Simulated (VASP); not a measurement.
# SiW (rocksalt type) (Fm-3m) in VASP: a series of runs, part 2 of 2

VASP 6.6.1.

### Step 3. Relaxation of cell and atoms, PBE, target pressure 160 GPa, at which the enthalpy is minimised

The input, INCAR:

```
SYSTEM = SiW
PREC = Accurate ; ENCUT = 600
EDIFF = 1E-6 ; ISMEAR = -1
SIGMA = 0.1 ; LREAL = .False.
LASPH = .True. ; NELM = 100
ALGO = Normal ; ISIF = 3
LWAVE = .False. ; LCHARG = .False.
GGA = PE ; IBRION = 2
NSW = 32 ; EDIFFG = -0.005
PSTRESS = 1600.0
```

The input, KPOINTS:

```
regular mesh
0
Gamma
  15 15 15
  0 0 0
```

The input, POSCAR:

```
SiW
1.0
    0.0000000000      2.2082399997      2.2082399997
    2.2082399997      0.0000000000      2.2082399997
    2.2082399997      2.2082399997      0.0000000000
W Si
1 1
Direct
    0.0000000000      0.0000000000      0.0000000000
    0.5000000000      0.5000000000      0.5000000000
```

Potentials or basis: VASP PAW PBE potentials, release 64 (W_sv, Si).

Launch:

```sh
$ cat potpaw_PBE.64/W_sv/POTCAR potpaw_PBE.64/Si/POTCAR > POTCAR
$ mpirun -np 1 vasp_std > vasp.out
```

OUTCAR:

```text
SYSTEM = SiW
   PREC = Accurate
   ENCUT = 600
   EDIFF = 1E-6
   ISMEAR = -1
   LREAL = .False.
   LASPH = .True.
   NELM = 100
   ISIF = 3
   GGA = PE
   IBRION = 2
   NSW = 32
   EDIFFG = -0.005
   PSTRESS = 1600.0

 ion  position               nearest neighbor table
   1  0.000  0.000  0.000-   2 2.21   2 2.21   2 2.21   2 2.21   2 2.21   2 2.21
   2  0.500  0.500  0.500-   1 2.21   1 2.21   1 2.21   1 2.21   1 2.21   1 2.21

  LATTYP: Found a face centered cubic cell.
 ALAT       =     4.4164799994

  Lattice vectors:

 A1 = (   0.0000000000,   2.2082399997,   2.2082399997)
 A2 = (   2.2082399997,   0.0000000000,   2.2082399997)
 A3 = (   2.2082399997,   2.2082399997,   0.0000000000)

Analysis of symmetry for initial positions (statically):
=====================================================================
 Subroutine PRICEL returns:
 Original cell was already a primitive cell.

 Routine SETGRP: Setting up the symmetry group for a
 face centered cubic supercell.

 Subroutine GETGRP returns: Found 48 space group operations
 (whereof 48 operations were pure point group operations)
 out of a pool of 48 trial point group operations.

The static configuration has the point symmetry O_h .

Analysis of symmetry for dynamics (positions and initial velocities):
=====================================================================
 Subroutine PRICEL returns:
[... 167 lines left out ...]
  in kB     1611.8176827   1611.8176827   1611.8176827     -0.0000000     -0.0000000      0.0000000
  external PRESSURE =      11.8176827 kB  Pullay stress =    1600.0000000 kB
[... 63 lines left out ...]
--------------------------------------- Ionic step        3  -------------------------------------------

 number of electron      18.0000000 magnetization

 Free energy of the ion-electron system (eV)
  ---------------------------------------------------
  ext. energy  EPLUGINS =         0.00000000
  ---------------------------------------------------
  free energy    TOTEN  =       -13.56819551 eV

  energy without entropy =      -13.53198208  energy(sigma->0) =      -13.55008880

 E-fermi :  16.0952     XC(G=0): -14.1547

 val. band max:       16.0906562305   @ k =  -0.3333   0.2667   0.0000
 cond. band min:      16.1048789171   @ k =  -0.4667   0.2000   0.0667
 fundamental gap:      0.0142226866
 Fermi energy:        16.0952207242

 k-point     1 :       0.0000    0.0000    0.0000
  band No.  band energies     occupation
      1     -57.8744      2.00000
      2     -22.2509      2.00000
      3     -22.2509      2.00000
      4     -22.2509      2.00000
      5       1.1020      2.00000
      6      12.2453      2.00000
      7      12.2453      2.00000
      8      12.2453      2.00000
      9      13.4679      2.00000
     10      13.4679      2.00000
     11      19.7661      0.00000
     12      19.7661      0.00000
     13      19.7661      0.00000
[... 354 lines left out ...]
  band No.  band energies     occupation
      1     -57.8601      2.00000
      2     -22.4442      2.00000
      3     -22.3107      2.00000
      4     -22.3057      2.00000
      5       2.3496      2.00000
      6      11.0622      2.00000
      7      11.2036      2.00000
      8      12.5500      2.00000
      9      12.8881      2.00000
     10      14.0280      2.00000
     11      20.3671      0.00000
     12      21.0521      0.00000
     13      22.6030      0.00000

 [... further k-points ...]
[... 5 lines left out ...]
  --------------------------------------------------------------------------------------
  -------------------------------------------------------------------------------------
  Total       21.5428029     21.5428029     21.5428029      0.0000000      0.0000000      0.0000000
  in kB     1600.0950687   1600.0950687   1600.0950687      0.0000000      0.0000000      0.0000000
  external PRESSURE =       0.0950687 kB  Pullay stress =    1600.0000000 kB
[... 21 lines left out ...]
  energy  without entropy=      -13.5319820845  energy(sigma->0) =      -13.55008880

  enthalpy is  TOTEN    =         7.9733274449 eV   P V=       21.5415229546

 reached required accuracy - stopping structural energy minimisation
```

Run time: 2 min. Hardware: 1 thread of Intel Xeon Platinum 8259CL at 2.50GHz (Skylake/Cascade Lake), shared host; peak memory 0.2 GiB.

Results:

```yaml
Free_energy: -13.5682 eV
Relaxed_volume: 10.79 Å³/atom
Relaxed_cell: a = 3.125 Å, b = 3.125 Å, c = 3.125 Å, α = 60.00°, β = 60.00°, γ = 60.00°
Space_group_after_relaxing_to_0.05_Å: Fm-3m (No. 225)
Energy_change_on_relaxing_the_enthalpy_is_what_falls: -17.4 meV/atom
Ionic_steps: 3
Pressure_after_relaxing: 160.0 GPa
Band_gap_on_the_k_mesh: zero (band 9 reaches 17.29 eV, above the bottom of band 10 at 13.22 eV)
```

The path:
| step | energy change (eV) | largest force (eV/Å) | pressure (GPa) | volume (Å³) |
| --- | --- | --- | --- | --- |
| 1 | 0.0000 | 0.0000 | 161.18 | 21.54 |
| 2 | -0.2435 | 0.0000 | 152.95 | 21.78 |
| 3 | -0.0347 | 0.0000 | 160.01 | 21.57 |

Final structure:
```
CELL_PARAMETERS angstrom
0.00000 2.20942 2.20942
2.20942 0.00000 2.20942
2.20942 2.20942 0.00000
ATOMIC_POSITIONS crystal
W 0.00000 0.00000 0.00000
Si 0.50000 0.50000 0.50000
```

Caveat: the cell is relaxed towards a set pressure, so the enthalpy falls and the energy may rise; spin-orbit coupling is left out, which moves the levels of the heavy elements.
